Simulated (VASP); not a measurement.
# Pd (Fd-3m) in VASP: notebook

Runs on Pd. Level: LDA. Tasks: single point, relaxation of cell and atoms.

Program: VASP 6.6.1. These are calculated values, not measurements. Logs are shortened: lines on timing, memory, paths and dates and some standing lists are left out, and cuts for length are marked.

## Step 1: The cell of the first run

The structure is cubic, space group Fd-3m (No. 227). Conventional cell: a = 5.619 Å, b = 5.619 Å, c = 5.619 Å, α = 90.00°, β = 90.00°, γ = 90.00°. Pd (site symmetry -43m) has 4 Pd at 2.43 Å within 3.2 Å.

## Step 2: Single point, LDA

Contents of INCAR:

```
ALGO = Normal
EDIFF = 1E-6
ENCUT = 520
GGA = CA
ISIF = 2
ISMEAR = 1
LASPH = T
LCHARG = F
LREAL = F
LWAVE = F
NBANDS = 17
NELM = 80
PREC = Accurate
SIGMA = 0.1
```

Contents of KPOINTS:

```
k-points
0
Gamma
  7 7 7
```

Contents of POSCAR:

```
Pd
1.0
    0.0000000000      2.8095706463      2.8095706463
    2.8095706463      0.0000000000      2.8095706463
    2.8095706463      2.8095706463      0.0000000000
Pd
2
Direct
    0.0000000000      0.0000000000      0.0000000000
    0.2500000000      0.2500000000      0.2500000000
```

Potentials or basis: VASP PAW LDA potentials, release 64 (Pd).

Command:

```console
$ cat potpaw_LDA.64/Pd/POTCAR > POTCAR
$ mpirun -np 1 vasp_std > vasp.out
```

OUTCAR:

```text
EDIFF = 1E-6
   ENCUT = 520
   GGA = CA
   ISIF = 2
   ISMEAR = 1
   LASPH = T
   LREAL = F
   NELM = 80
   PREC = Accurate

 ion  position               nearest neighbor table
   1  0.000  0.000  0.000-   2 2.43   2 2.43   2 2.43   2 2.43
   2  0.250  0.250  0.250-   1 2.43   1 2.43   1 2.43   1 2.43

  LATTYP: Found a face centered cubic cell.
 ALAT       =     5.6191412926

  Lattice vectors:

 A1 = (   0.0000000000,   2.8095706463,   2.8095706463)
 A2 = (   2.8095706463,   0.0000000000,   2.8095706463)
 A3 = (   2.8095706463,   2.8095706463,   0.0000000000)

Analysis of symmetry for initial positions (statically):
=====================================================================
 Subroutine PRICEL returns:
 Original cell was already a primitive cell.

 Routine SETGRP: Setting up the symmetry group for a
 face centered cubic supercell.

 Subroutine GETGRP returns: Found 48 space group operations
 (whereof 24 operations were pure point group operations)
 out of a pool of 48 trial point group operations.

The static configuration has the point symmetry T_d .
 The point group associated with its full space group is O_h .

Analysis of symmetry for dynamics (positions and initial velocities):
=====================================================================
 Subroutine PRICEL returns:
 Original cell was already a primitive cell.

 Routine SETGRP: Setting up the symmetry group for a
 face centered cubic supercell.

 Subroutine GETGRP returns: Found 48 space group operations
 (whereof 24 operations were pure point group operations)
 out of a pool of 48 trial point group operations.

The dynamic configuration has the point symmetry T_d .
 The point group associated with its full space group is O_h .

 Subroutine INISYM returns: Found 48 space group operations
 (whereof 24 operations are pure point group operations),
 and found     1 'primitive' translations

----------------------------------------------------------------------------------------

                                     Primitive cell

  volume of cell :      44.3557

  direct lattice vectors                    reciprocal lattice vectors
     0.000000000  2.809570646  2.809570646    -0.177963135  0.177963135  0.177963135
     2.809570646  0.000000000  2.809570646     0.177963135 -0.177963135  0.177963135
     2.809570646  2.809570646  0.000000000     0.177963135  0.177963135 -0.177963135

  length of vectors
     3.973332912  3.973332912  3.973332912     0.308241192  0.308241192  0.308241192

  position of ions in fractional coordinates (direct lattice)
     0.000000000  0.000000000  0.000000000
     0.250000000  0.250000000  0.250000000

  ion indices of the primitive-cell ions
   primitive index   ion index
                 1           1
                 2           2

----------------------------------------------------------------------------------------

 KPOINTS: k-points

Automatic generation of k-mesh.
 Grid dimensions read from file:
 generate k-points for:    7    7    7

 Generating k-lattice:

  Cartesian coordinates                     Fractional coordinates (reciprocal lattice)
    -0.025423305  0.025423305  0.025423305     0.142857143  0.000000000  0.000000000
     0.025423305 -0.025423305  0.025423305     0.000000000  0.142857143  0.000000000
     0.025423305  0.025423305 -0.025423305     0.000000000  0.000000000  0.142857143

  Length of vectors
     0.044034456  0.044034456  0.044034456

  Shift w.r.t. Gamma in fractional coordinates (k-lattice)
     0.000000000  0.000000000  0.000000000

 Subroutine IBZKPT returns following result:
 ===========================================

 Found     20 irreducible k-points:

 Following reciprocal coordinates:
            Coordinates               Weight
  0.000000  0.000000  0.000000      1.000000
  0.142857  0.000000  0.000000      8.000000
  0.285714  0.000000  0.000000      8.000000
  0.428571  0.000000  0.000000      8.000000
  0.142857  0.142857  0.000000      6.000000
  0.285714  0.142857  0.000000     24.000000
[... 12 lines left out ...]
 -0.428571  0.428571  0.142857     24.000000
 -0.285714  0.428571  0.142857     24.000000
   k-points           NKPTS =     20   k-points in BZ     NKDIM =     20   number of bands    NBANDS=     17
   number of dos      NEDOS =    301   number of ions     NIONS =      2
   total plane-waves  NPLWV =  27000
   dimension x,y,z NGX =    30 NGY =   30 NGZ =   30
   dimension x,y,z NGXF=    60 NGYF=   60 NGZF=   60
   ions per type =               2
   NGX,Y,Z   is equivalent  to a cutoff of  12.55, 12.55, 12.55 a.u.
   NGXF,Y,Z  is equivalent  to a cutoff of  25.10, 25.10, 25.10 a.u.
 SYSTEM =  unknown system
   PREC   = accura    normal or accurate (medium, high low for compatibility)
   ISTART =      0    job   : 0-new  1-cont  2-samecut
   ICHARG =      2    charge: 1-file 2-atom 10-const
   ISPIN  =      1    spin polarized calculation?
   LNONCOLLINEAR =      F non collinear calculations
   LSORBIT =      F    spin-orbit coupling
   LASPH  =      T    aspherical Exc in radial PAW
   ENCUT  =  520.0 eV  38.22 Ry    6.18 a.u.   7.39  7.39  7.39*2*pi/ulx,y,z
   NELM   =     80;   NELMIN=  2; NELMDL= -5     # of ELM steps
   EDIFF  = 0.1E-05   stopping-criterion for ELM
   LREAL  =      F    real-space projection
   EDIFFG = 0.1E-04   stopping-criterion for IOM
   NSW    =      0    number of steps for IOM
   IBRION =     -1    ionic relax: 0-MD 1-quasi-New 2-CG
   NFREE  =      0    steps in history (QN), initial steepest desc. (CG)
   ISIF   =      2    stress and relaxation
   ISYM   =      2    0-nonsym 1-usesym 2-fastsym
   POTIM  = 0.5000    time-step for ionic-motion
   TEBEG  =    0.0;   TEEND  =   0.0 temperature during run
   PSTRESS=    0.0 pullay stress
   NELECT =      20.0000    total number of electrons
   NUPDOWN=      -1.0000    fix difference up-down
   EMIN   =  10.00;   EMAX   =-10.00  energy-range for DOS
   EFERMI =   0.00;   METHOD = LEGACY
   ISMEAR =     1;   SIGMA  =   0.10  broadening in eV -4-tet -1-fermi 0-gaus
   EFERMI_NEDOS =   21; number of points for ismear=-14 and -15
   IALGO  =     38    algorithm
   IMIX   =      4    mixing-type and parameters
     AMIX     =   0.40;   BMIX     =  1.00
     AMIX_MAG =   1.60;   BMIX_MAG =  1.00
  volume/ion in A,a.u.               =      22.18       149.66
  Fermi-wavevector in a.u.,A,eV,Ry     =   1.255360  2.372286 21.441804  1.575928
  Thomas-Fermi vector in A             =   2.389120
   LORBIT       =      0    0 simple, 1 ext, 2 COOP (PROOUT), +10 PAW based schemes
   GGA     = CA    functional components
   LHFCALC =     F    Hartree Fock is set to
   AEXX    =    0.0000 exact exchange contribution
   IVDW    =     0    specifies the selected vdW correction
   LEPSILON=     F    determine dielectric tensor
   LRPA    =     F    only Hartree local field effects (RPA)
 non-spin polarized calculation
 Methfessel and Paxton  Order N= 1 SIGMA  =   0.10
  energy-cutoff  :      520.00
  volume of cell :       44.36
 maximum number of plane-waves:      1243
 NGX is ok and might be reduce to    30
   NGX = 15   NGY = 15   NGZ = 15

 number of electron      19.9999991 magnetization

 Free energy of the ion-electron system (eV)
  ---------------------------------------------------
  ext. energy  EPLUGINS =         0.00000000
  ---------------------------------------------------
  free energy    TOTEN  =       -10.16183321 eV

  energy without entropy =      -10.15790005  energy(sigma->0) =      -10.16052216

 E-fermi :   4.7090     XC(G=0): -10.8285

 val. band max:        4.7071829574   @ k =  -0.2857   0.1429   0.0000
 cond. band min:       4.7090992477   @ k =  -0.4286   0.4286   0.0000
 fundamental gap:      0.0019162903
 Fermi energy:         4.7090005884

 k-point     1 :       0.0000    0.0000    0.0000
  band No.  band energies     occupation
      1      -0.3861      2.00000
      2       0.8904      2.00000
      3       0.8904      2.00000
      4       1.0745      2.00000
      5       1.0745      2.00000
      6       1.0745      2.00000
[... 9 lines left out ...]
     16      17.3795      0.00000
     17      17.3924      0.00000

 k-point     2 :       0.1429    0.0000    0.0000
  band No.  band energies     occupation
      1      -0.0772      2.00000
      2       0.7460      2.00000
      3       0.7460      2.00000
      4       1.0843      2.00000
      5       1.2982      2.00000
      6       1.2982      2.00000
[... 9 lines left out ...]
     16      18.1527      0.00000
     17      18.7808      0.00000

 k-point     3 :       0.2857    0.0000    0.0000
  band No.  band energies     occupation
      1       0.6024      2.00000
      2       0.7225      2.00000
      3       0.7225      2.00000
      4       1.1995      2.00000
      5       1.4125      2.00000
      6       1.4125      2.00000
[... 9 lines left out ...]
     16      18.1661      0.00000
     17      18.1661      0.00000

 k-point     4 :       0.4286    0.0000    0.0000
  band No.  band energies     occupation
      1       0.8754      2.00000
      2       0.8754      2.00000
      3       0.9541      2.00000
      4       1.2382      2.00000
      5       1.2382      2.00000
      6       1.3234      2.00000
[... 9 lines left out ...]
     16      17.7931      0.00000
     17      17.7931      0.00000
[... 263 lines left out ...]
      1       0.4373      2.00000
      2       0.5549      2.00000
      3       1.2147      2.00000
      4       1.5440      2.00000
      5       1.6284      2.00000
      6       1.9919      2.00000
[... 9 lines left out ...]
     16      18.3390      0.00000
     17      19.6416      0.00000

 k-point    19 :      -0.4286    0.4286    0.1429
  band No.  band energies     occupation
      1       0.3786      2.00000
      2       0.5206      2.00000
      3       1.1905      2.00000
      4       1.4140      2.00000
      5       2.0612      2.00000
      6       2.3365      2.00000
[... 9 lines left out ...]
     16      16.3779      0.00000
     17      20.8883      0.00000

 k-point    20 :      -0.2857    0.4286    0.1429
  band No.  band energies     occupation
      1       0.3347      2.00000
      2       0.4813      2.00000
      3       1.2547      2.00000
      4       1.5999      2.00000
      5       1.9561      2.00000
      6       2.4160      2.00000
[... 9 lines left out ...]
     16      18.8500      0.00000
     17      20.1376      0.00000

------------------------ aborting loop because EDIFF is reached ----------------------------------------

  FORCE on cell =-STRESS in cart. coord.  units (eV):
  Direction    XX          YY          ZZ          XY          YZ          ZX
  --------------------------------------------------------------------------------------
  -------------------------------------------------------------------------------------
  Total       -0.0265963     -0.0265963     -0.0265963     -0.0000000      0.0000000      0.0000000
  in kB       -0.9606878     -0.9606878     -0.9606878     -0.0000000      0.0000000      0.0000000
  external PRESSURE =      -0.9606878 kB  Pullay stress =       0.0000000 kB

 VOLUME and BASIS-vectors are now :
 -----------------------------------------------------------------------------
  energy-cutoff  :      520.00
  volume of cell :       44.36
      direct lattice vectors                 reciprocal lattice vectors
     0.000000000  2.809570646  2.809570646    -0.177963135  0.177963135  0.177963135
     2.809570646  0.000000000  2.809570646     0.177963135 -0.177963135  0.177963135
     2.809570646  2.809570646  0.000000000     0.177963135  0.177963135 -0.177963135

 POSITION                                       TOTAL-FORCE (eV/Angst)
 -----------------------------------------------------------------------------------
      0.00000      0.00000      0.00000         0.000000      0.000000      0.000000
      1.40479      1.40479      1.40479        -0.000000     -0.000000     -0.000000
 -----------------------------------------------------------------------------------
    total drift:                                0.000000     -0.000000      0.000000

  FREE ENERGIE OF THE ION-ELECTRON SYSTEM (eV)
  ---------------------------------------------------
  free  energy   TOTEN  =       -10.1618332131 eV

  energy  without entropy=      -10.1579000501  energy(sigma->0) =      -10.16052216
```

It took 9.8 s on 1 thread of Intel Xeon Platinum 8124M at 3.00GHz (Skylake/Cascade Lake), shared host; peak memory 0.15 GiB.

What came out:

* Free energy: -10.1618 eV
* Pressure: -0.1 GPa
* Band gap on the k mesh: zero (band 10 reaches 4.82 eV, above the bottom of band 11 at 4.38 eV)

## Step 3: Relaxation of cell and atoms, LDA

This run uses another cell than the first one, of 19.14 Å³/atom, 0.863 times its volume.

Contents of INCAR:

```
SYSTEM = Pd
PREC     = Accurate       ! precision mode
ENCUT    = 600            ! plane-wave cutoff, eV
EDIFF    = 1E-7           ! SCF threshold, eV
ISMEAR   = 1              ! smearing method
SIGMA    = 0.1            ! smearing width, eV
LREAL    = .False.        ! projectors in reciprocal space
LASPH    = .True.         ! aspherical terms in the spheres
NELM     = 100            ! most SCF steps
ALGO     = Normal         ! electronic algorithm
ISIF     = 3              ! what is computed and relaxed
LWAVE    = .False.        ! write WAVECAR
LCHARG   = .False.        ! write CHGCAR
GGA      = CA             ! functional
IBRION   = 2              ! ionic algorithm
NSW      = 80             ! ionic steps
EDIFFG   = -0.01          ! ionic threshold
```

Contents of KPOINTS:

```
Automatic mesh
0
Gamma
  7 7 7
  0 0 0
```

Contents of POSCAR:

```
Pd
1.0
    0.0000000000      2.6750000000      2.6750000000
    2.6750000000      0.0000000000      2.6750000000
    2.6750000000      2.6750000000      0.0000000000
Pd
2
Direct
    0.0000000000      0.0000000000      0.0000000000
    0.2500000000      0.2500000000      0.2500000000
```

Potentials or basis: VASP PAW LDA potentials, release 64 (Pd).

Command:

```console
$ cat potpaw_LDA.64/Pd/POTCAR > POTCAR
$ mpirun -np 1 vasp_std > vasp.out
```

Run time: 54 s. Hardware: 1 thread of Intel Xeon Platinum 8124M at 3.00GHz (Skylake/Cascade Lake), shared host; peak memory 0.15 GiB.

The run converged. Its results:

| Quantity | Value |
| --- | --- |
| Free energy | -10.1580 eV |
| Relaxed volume | 22.13 Å³/atom |
| Relaxed cell | a = 3.970 Å, b = 3.970 Å, c = 3.970 Å, α = 60.00°, β = 60.00°, γ = 60.00° |
| Space group after relaxing (to 0.05 Å) | Fd-3m (No. 227) |
| Energy gained by relaxing | 150.9 meV/atom |
| Ionic steps | 17 |
| Pressure after relaxing | 0.1 GPa |
| Band gap on the k mesh | zero (band 10 reaches 4.85 eV, above the bottom of band 11 at 4.41 eV) |

Step by step:
```csv
step,energy change (eV),largest force (eV/Å),pressure (GPa),volume (Å³)
1,0.0000,0.0000,18.77,38.28
2,-0.0088,0.0000,-10.00,52.10
3,-0.3017,0.0000,-0.20,44.37
4,-0.3017,0.0000,0.08,44.24
5,-0.3017,0.0000,0.08,44.24
6,-0.3017,0.0000,0.08,44.24
7,-0.3017,0.0000,0.08,44.24
8,-0.3017,0.0000,0.08,44.24
9,-0.3017,0.0000,0.08,44.24
10,-0.3017,0.0000,0.08,44.24
11,-0.3017,0.0000,0.08,44.24
12,-0.3017,0.0000,0.08,44.24
13,-0.3017,0.0000,0.08,44.24
14,-0.3017,0.0000,0.08,44.24
15,-0.3018,0.0000,0.08,44.24
16,-0.3018,0.0000,0.07,44.25
17,-0.3018,0.0000,0.06,44.25
```

Final structure:
```yaml
crystal:
  lattice:
    - [0.00000, 2.80734, 2.80734]
    - [2.80734, 0.00000, 2.80734]
    - [2.80734, 2.80734, 0.00000]
  atoms:
    - { symbol: Pd, position: [0.00000, 0.00000, 0.00000] }
    - { symbol: Pd, position: [0.25000, 0.25000, 0.25000] }
```

Levels at points of the mesh, in eV from the Fermi level:
```csv
k point,band 6,band 7,band 8,band 9,band 10,band 11,band 12,band 13,band 14
"(0.00, 0.00, 0.00)",-3.65,-1.53,-1.53,-1.53,-0.15,-0.15,12.27,12.27,12.27
```

Caveat: the volume moved by over 15 % at a fixed basis, so the end points are rough.
